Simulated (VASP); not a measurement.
LiBi3:

```
CELL_PARAMETERS angstrom
6.09147 0.00000 0.00000
0.00000 6.09147 0.00000
0.00000 0.00000 2.84569
ATOMIC_POSITIONS crystal
Li 0.50000 0.50000 0.50000
Bi 0.00000 0.00000 0.00000
Bi 0.00000 0.50000 0.00000
Bi 0.50000 0.00000 0.00000
```

The cell was built from a structure type or drawn by symmetry, and may not be a known phase.

| Property | Result |
| --- | --- |
| Program | VASP 6.6.1 |
| Task | relaxation of cell and atoms |
| Functional | PBE |
| Potentials or basis | VASP PAW PBE potentials, release 64 (Li_sv, Bi_d) |
| Cutoff | 600 eV |
| k mesh | 4 × 4 × 6 |
| Occupations | gaussian, width 0.1 eV |
| Spin | no spin polarisation |

At the start: pressure 14.3 GPa; volume 26.40 Å³/atom.

How do energy, volume and symmetry change on relaxing?

Over 6 steps the energy falls by 275.0 meV/atom and the volume is 32.42 Å³/atom (+22.8 %); space group P4/mmm (No. 123, to 0.1 Å) before and after.

Step by step:
```
step  energy change (eV)  largest force (eV/Å)  pressure (GPa)  volume (Å³)
   1              0.0000                0.0000           14.30       105.59
   2             -0.5886                0.0000           -3.29       144.69
   3             -1.0484                0.0000            1.28       124.98
   4             -1.0484                0.0000            1.43       124.57
   5             -1.0997                0.0000           -0.16       130.11
   6             -1.1000                0.0000           -0.05       129.69
```

Final structure:
```
CELL_PARAMETERS angstrom
6.40670 0.00000 0.00000
0.00000 6.40670 0.00000
0.00000 0.00000 3.15968
ATOMIC_POSITIONS crystal
Li 0.50000 0.50000 0.50000
Bi 0.00000 0.00000 0.00000
Bi 0.00000 0.50000 0.00000
Bi 0.50000 0.00000 0.00000
```

Caveat: the k points lie up to 0.33 Å⁻¹ apart in the final cell, too coarse for converged energies and pressures of a metal; the cutoff is under 1.25 times the usual one of these potentials, so pressure, stress and relaxed cells hold a basis-set (Pulay) error; the volume moved by over 15 % at a fixed basis, so the end points are rough.
